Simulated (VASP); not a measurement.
# Sr2HIrO6 (P1) in VASP: single point with PBE

Aim: the single point of Sr2HIrO6 with PBE.

All numbers are computed with VASP 6.6.1; they aren't measurements. Logs are shortened: lines on timing, memory, paths and dates and some standing lists are left out, and cuts for length are marked.

### Step 1. The cell of the first run

The typed cell holds 10 atoms: a = 5.443 Å, b = 5.453 Å, c = 5.479 Å, α = 59.78°, β = 60.16°, γ = 60.12°.

### Step 2. Single point, PBE

Contents of INCAR:

```
SYSTEM = Sr2HIrO6
PREC = Accurate ; ENCUT = 600
EDIFF = 1E-6 ; ISMEAR = -1
SIGMA = 0.1 ; LREAL = .False.
LASPH = .True. ; NELM = 120
ALGO = Normal ; ISIF = 2
LWAVE = .False. ; LCHARG = .False.
GGA = PE ; NBANDS = 44
GGA_COMPAT = .False.
```

Contents of KPOINTS:

```
Automatic mesh
0
Gamma
  4 4 4
  0 0.5 0.5
```

Contents of POSCAR:

```
Sr2HIrO6
1.0
   -0.0000290000      3.8518840000      3.8451700000
    3.8724540000      0.0053950000      3.8397450000
    3.8874440000      3.8614490000     -0.0095940000
H O Ir Sr
1 6 1 2
Direct
    0.0260270000      0.9692170000      0.9624750000
    0.7529650000      0.2386520000      0.2743120000
    0.2097410000      0.7476670000      0.2702200000
    0.2384460000      0.7410470000      0.7378220000
    0.6867360000      0.3035550000      0.7635920000
    0.2533860000      0.2358570000      0.7191460000
    0.7323520000      0.7199740000      0.2709440000
    0.4995580000      0.5030610000      0.5043880000
    0.2508750000      0.2654700000      0.2463300000
    0.7841930000      0.7264980000      0.7599940000
```

Potentials or basis: VASP PAW PBE potentials, release 64 (H, O, Ir, Sr_sv).

Command:

```
$ cat potpaw_PBE.64/H/POTCAR potpaw_PBE.64/O/POTCAR potpaw_PBE.64/Ir/POTCAR potpaw_PBE.64/Sr_sv/POTCAR > POTCAR
$ mpirun -np 1 vasp_std > vasp.out
```

OUTCAR:

```text
SYSTEM = Sr2HIrO6
   PREC = Accurate
   ENCUT = 600
   EDIFF = 1E-6
   ISMEAR = -1
   LREAL = .False.
   LASPH = .True.
   NELM = 120
   ISIF = 2
   GGA = PE

 ion  position               nearest neighbor table
   1  0.026  0.969  0.962-
   2  0.753  0.239  0.274-   8 1.92   9 2.71  10 2.72  10 2.73   9 2.74
   3  0.210  0.748  0.270-   8 2.03  10 2.52   9 2.59   9 2.88  10 2.98
   4  0.238  0.741  0.738-   8 1.83  10 2.45   9 2.69   9 2.77  10 2.99
   5  0.687  0.304  0.764-   8 1.74   9 2.52  10 2.60  10 2.93   9 2.97
   6  0.253  0.236  0.719-   8 1.99   9 2.52  10 2.64  10 2.85   9 2.97
   7  0.732  0.720  0.271-   8 1.73  10 2.65   9 2.67   9 2.81  10 2.85
   8  0.500  0.503  0.504-   7 1.73   5 1.74   4 1.83   2 1.92   6 1.99   3 2.03  10 3.19   9 3.32
                             9 3.32  10 3.33   9 3.35   9 3.39  10 3.41  10 3.46
   9  0.251  0.265  0.246-   6 2.52   5 2.52   3 2.59   7 2.67   4 2.69   2 2.71   2 2.74   4 2.77
                             7 2.81   3 2.88   6 2.97   5 2.97   8 3.32   8 3.32   8 3.35   8 3.39
  10  0.784  0.726  0.760-   4 2.45   3 2.52   5 2.60   6 2.64   7 2.65   2 2.72   2 2.73   7 2.85
                             6 2.85   5 2.93   3 2.98   4 2.99   8 3.19   8 3.33   8 3.41   8 3.46

  LATTYP: Found a triclinic cell.
 ALAT       =     5.4426411492
 B/A-ratio  =     1.4162156636
 C/A-ratio  =     2.2346114430
 COS(alpha) =     0.0002033910
 COS(beta)  =     0.6700832212
 COS(gamma) =     0.7073397423

  Lattice vectors:

 A1 = (   0.0000290000,  -3.8518840000,  -3.8451700000)
 A2 = (  -0.0149610000,  -7.7079380000,   0.0041690000)
 A3 = (  -3.8574350000,  -0.0012250000, -11.5342540000)

Analysis of symmetry for initial positions (statically):
=====================================================================
 Subroutine PRICEL returns:
 Original cell was already a primitive cell.

 Routine SETGRP: Setting up the symmetry group for a
 triclinic supercell.

 Subroutine GETGRP returns: Found  1 space group operations
 (whereof  1 operations were pure point group operations)
 out of a pool of  2 trial point group operations.

The static configuration has the point symmetry C_1 .

Analysis of symmetry for dynamics (positions and initial velocities):
=====================================================================
 Subroutine PRICEL returns:
 Original cell was already a primitive cell.

 Routine SETGRP: Setting up the symmetry group for a
 triclinic supercell.

 Subroutine GETGRP returns: Found  1 space group operations
 (whereof  1 operations were pure point group operations)
 out of a pool of  2 trial point group operations.

The dynamic configuration has the point symmetry C_1 .

 Subroutine INISYM returns: Found  1 space group operations
 (whereof  1 operations are pure point group operations),
 and found     1 'primitive' translations

----------------------------------------------------------------------------------------

                                     Primitive cell

  volume of cell :     115.0571

  direct lattice vectors                    reciprocal lattice vectors
    -0.000029000  3.851884000  3.845170000    -0.128866735  0.130056707  0.129781756
     3.872454000  0.005395000  3.839745000     0.129369543 -0.129917096  0.130144919
     3.887444000  3.861449000 -0.009594000     0.128366778  0.129417106 -0.129642111

  length of vectors
     5.442641149  5.453399926  5.479334018     0.224420780  0.224839121  0.223682574

  position of ions in fractional coordinates (direct lattice)
     0.026027000  0.969217000  0.962475000
     0.752965000  0.238652000  0.274312000
     0.209741000  0.747667000  0.270220000
     0.238446000  0.741047000  0.737822000
     0.686736000  0.303555000  0.763592000
     0.253386000  0.235857000  0.719146000
     0.732352000  0.719974000  0.270944000
     0.499558000  0.503061000  0.504388000
     0.250875000  0.265470000  0.246330000
     0.784193000  0.726498000  0.759994000

  ion indices of the primitive-cell ions
   primitive index   ion index
                 1           1
                 2           2
                 3           3
                 4           4
                 5           5
                 6           6
                 7           7
                 8           8
                 9           9
                10          10

----------------------------------------------------------------------------------------

 KPOINTS: Automatic mesh

Automatic generation of k-mesh.
 Grid dimensions read from file:
 generate k-points for:    4    4    4

 Generating k-lattice:

  Cartesian coordinates                     Fractional coordinates (reciprocal lattice)
    -0.032216684  0.032514177  0.032445439     0.250000000  0.000000000 -0.000000000
     0.032342386 -0.032479274  0.032536230     0.000000000  0.250000000  0.000000000
     0.032091694  0.032354276 -0.032410528     0.000000000  0.000000000  0.250000000

  Length of vectors
     0.056105195  0.056209780  0.055920643

  Shift w.r.t. Gamma in fractional coordinates (k-lattice)
     0.000000000  0.500000000  0.500000000

 Subroutine IBZKPT returns following result:
 ===========================================

 Found     32 irreducible k-points:

 Following reciprocal coordinates:
            Coordinates               Weight
 -0.000000  0.125000  0.125000      2.000000
  0.250000  0.125000  0.125000      2.000000
  0.500000  0.125000  0.125000      2.000000
 -0.250000  0.125000  0.125000      2.000000
 -0.000000  0.375000  0.125000      2.000000
  0.250000  0.375000  0.125000      2.000000
[... 16 lines left out ...]
  0.500000  0.375000  0.375000      2.000000
 -0.250000  0.375000  0.375000      2.000000
 [... further k-points ...]
   k-points           NKPTS =     32   k-points in BZ     NKDIM =     32   number of bands    NBANDS=     44
   number of dos      NEDOS =    301   number of ions     NIONS =     10
   total plane-waves  NPLWV = 110592
   dimension x,y,z NGX =    48 NGY =   48 NGZ =   48
   dimension x,y,z NGXF=    96 NGYF=   96 NGZF=   96
   ions per type =               1   6   1   2
   NGX,Y,Z   is equivalent  to a cutoff of  14.66, 14.63, 14.56 a.u.
   NGXF,Y,Z  is equivalent  to a cutoff of  29.32, 29.27, 29.13 a.u.
 SYSTEM =  Sr2HIrO6
   PREC   = accura    normal or accurate (medium, high low for compatibility)
   ISTART =      0    job   : 0-new  1-cont  2-samecut
   ICHARG =      2    charge: 1-file 2-atom 10-const
   ISPIN  =      1    spin polarized calculation?
   LNONCOLLINEAR =      F non collinear calculations
   LSORBIT =      F    spin-orbit coupling
   LASPH  =      T    aspherical Exc in radial PAW
   ENCUT  =  600.0 eV  44.10 Ry    6.64 a.u.  10.87 10.89 10.94*2*pi/ulx,y,z
   NELM   =    120;   NELMIN=  2; NELMDL= -5     # of ELM steps
   EDIFF  = 0.1E-05   stopping-criterion for ELM
   LREAL  =      F    real-space projection
   EDIFFG = 0.1E-04   stopping-criterion for IOM
   NSW    =      0    number of steps for IOM
   IBRION =     -1    ionic relax: 0-MD 1-quasi-New 2-CG
   NFREE  =      0    steps in history (QN), initial steepest desc. (CG)
   ISIF   =      2    stress and relaxation
   ISYM   =      2    0-nonsym 1-usesym 2-fastsym
   POTIM  = 0.5000    time-step for ionic-motion
   TEBEG  =    0.0;   TEEND  =   0.0 temperature during run
   PSTRESS=    0.0 pullay stress
   NELECT =      66.0000    total number of electrons
   NUPDOWN=      -1.0000    fix difference up-down
   EMIN   =  10.00;   EMAX   =-10.00  energy-range for DOS
   EFERMI =   0.00;   METHOD = LEGACY
   ISMEAR =    -1;   SIGMA  =   0.10  broadening in eV -4-tet -1-fermi 0-gaus
   EFERMI_NEDOS =   21; number of points for ismear=-14 and -15
   IALGO  =     38    algorithm
   IMIX   =      4    mixing-type and parameters
     AMIX     =   0.40;   BMIX     =  1.00
     AMIX_MAG =   1.60;   BMIX_MAG =  1.00
  volume/ion in A,a.u.               =      11.51        77.64
  Fermi-wavevector in a.u.,A,eV,Ry     =   1.360249  2.570498 25.174544  1.850277
  Thomas-Fermi vector in A             =   2.486927
   LORBIT       =      0    0 simple, 1 ext, 2 COOP (PROOUT), +10 PAW based schemes
   GGA     = PE    functional components
   LHFCALC =     F    Hartree Fock is set to
   AEXX    =    0.0000 exact exchange contribution
   IVDW    =     0    specifies the selected vdW correction
   LEPSILON=     F    determine dielectric tensor
   LRPA    =     F    only Hartree local field effects (RPA)
 non-spin polarized calculation
  energy-cutoff  :      600.00
  volume of cell :      115.06
 maximum number of plane-waves:      3859
 NGX is ok and might be reduce to    48
   NGX = 21   NGY = 21   NGZ = 21

 number of electron      66.0000000 magnetization

 Free energy of the ion-electron system (eV)
  ---------------------------------------------------
  ext. energy  EPLUGINS =         0.00000000
  ---------------------------------------------------
  free energy    TOTEN  =       -56.67801893 eV

  energy without entropy =      -56.46598942  energy(sigma->0) =      -56.57200417

 E-fermi :   3.6988     XC(G=0): -10.9982

 val. band max:        3.6920632472   @ k =   0.5000  -0.1250   0.1250
 cond. band min:       3.7235165769   @ k =   0.2500   0.1250   0.1250
 fundamental gap:      0.0314533298
 Fermi energy:         3.6988257939

 k-point     1 :      -0.0000    0.1250    0.1250
  band No.  band energies     occupation
      1     -29.6229      2.00000
      2     -29.5493      2.00000
      3     -15.9596      2.00000
      4     -15.3418      2.00000
      5     -14.8679      2.00000
      6     -13.7696      2.00000
[... 36 lines left out ...]
     43      10.6688      0.00000
     44      10.9788      0.00000
[... 1040 lines left out ...]
      4     -15.4030      2.00000
      5     -15.0356      2.00000
      6     -14.0122      2.00000
[... 36 lines left out ...]
     43      11.7109      0.00000
     44      12.0284      0.00000

 [... further k-points ...]

------------------------ aborting loop because EDIFF is reached ----------------------------------------

  FORCE on cell =-STRESS in cart. coord.  units (eV):
  Direction    XX          YY          ZZ          XY          YZ          ZX
  --------------------------------------------------------------------------------------
  -------------------------------------------------------------------------------------
  Total        8.6716466     10.8089515     12.0602021      0.5371878     -0.9530374     -2.2736405
  in kB      120.7532352    150.5153435    167.9390883      7.4803742    -13.2711067    -31.6605892
  external PRESSURE =     146.4025557 kB  Pullay stress =       0.0000000 kB

 VOLUME and BASIS-vectors are now :
 -----------------------------------------------------------------------------
  energy-cutoff  :      600.00
  volume of cell :      115.06
      direct lattice vectors                 reciprocal lattice vectors
    -0.000029000  3.851884000  3.845170000    -0.128866735  0.130056707  0.129781756
     3.872454000  0.005395000  3.839745000     0.129369543 -0.129917096  0.130144919
     3.887444000  3.861449000 -0.009594000     0.128366778  0.129417106 -0.129642111

 POSITION                                       TOTAL-FORCE (eV/Angst)
 -----------------------------------------------------------------------------------
      7.49482      3.82203      3.81239        -0.882971      1.064180      1.090397
      1.99052      3.96086      3.80901         0.184677     -0.251556      0.280908
      3.94577      1.85537      3.67475        -0.558007      0.395280      0.716139
      5.73791      3.77153      3.75522         4.356951     -0.493517     -0.303587
      4.14390      5.59544      3.79886         0.001647      6.126296     -0.607176
      3.70898      3.75423      1.87304         0.507519      0.348876     -0.375729
      3.84132      3.87106      5.57794        -0.147793     -0.816984      5.773420
      3.90885      3.87462      3.84767        -3.576590     -5.649548     -5.766334
      1.98561      1.91896      1.98163        -0.147556      0.259559     -0.383681
      5.76774      5.95922      5.79763         0.262124     -0.982585     -0.424357
 -----------------------------------------------------------------------------------
    total drift:                                0.000205     -0.000262     -0.000243

  FREE ENERGIE OF THE ION-ELECTRON SYSTEM (eV)
  ---------------------------------------------------
  free  energy   TOTEN  =       -56.6780189265 eV

  energy  without entropy=      -56.4659894223  energy(sigma->0) =      -56.57200417
```

Wall time 4.7 min (1 thread of Intel Xeon Platinum 8375C at 2.90GHz (Ice Lake), shared host); peak memory 0.45 GiB.

What came out:

```
Free energy            : -56.6780 eV
Pressure               : 14.6 GPa
Largest force          : 8.829 eV/Å
Band gap on the k mesh : zero (bands 33 and 34 overlap by 0.11 eV)
```

Forces in eV/Å, atoms in the order of the input:
```
H   -0.883  1.064  1.090
O    0.185 -0.252  0.281
O   -0.558  0.395  0.716
O    4.357 -0.494 -0.304
O    0.002  6.126 -0.607
O    0.508  0.349 -0.376
O   -0.148 -0.817  5.773
Ir  -3.577 -5.650 -5.766
Sr  -0.148  0.260 -0.384
Sr   0.262 -0.983 -0.424
```

Caveat: the cell stands under pressure; spin-orbit coupling is left out, which moves the levels of the heavy elements; forces of over 1 eV/Å act on the atoms, so gaps and moduli don't describe the material at rest.

The gap in the log of VASP goes by the Fermi energy; the results here count the filled bands.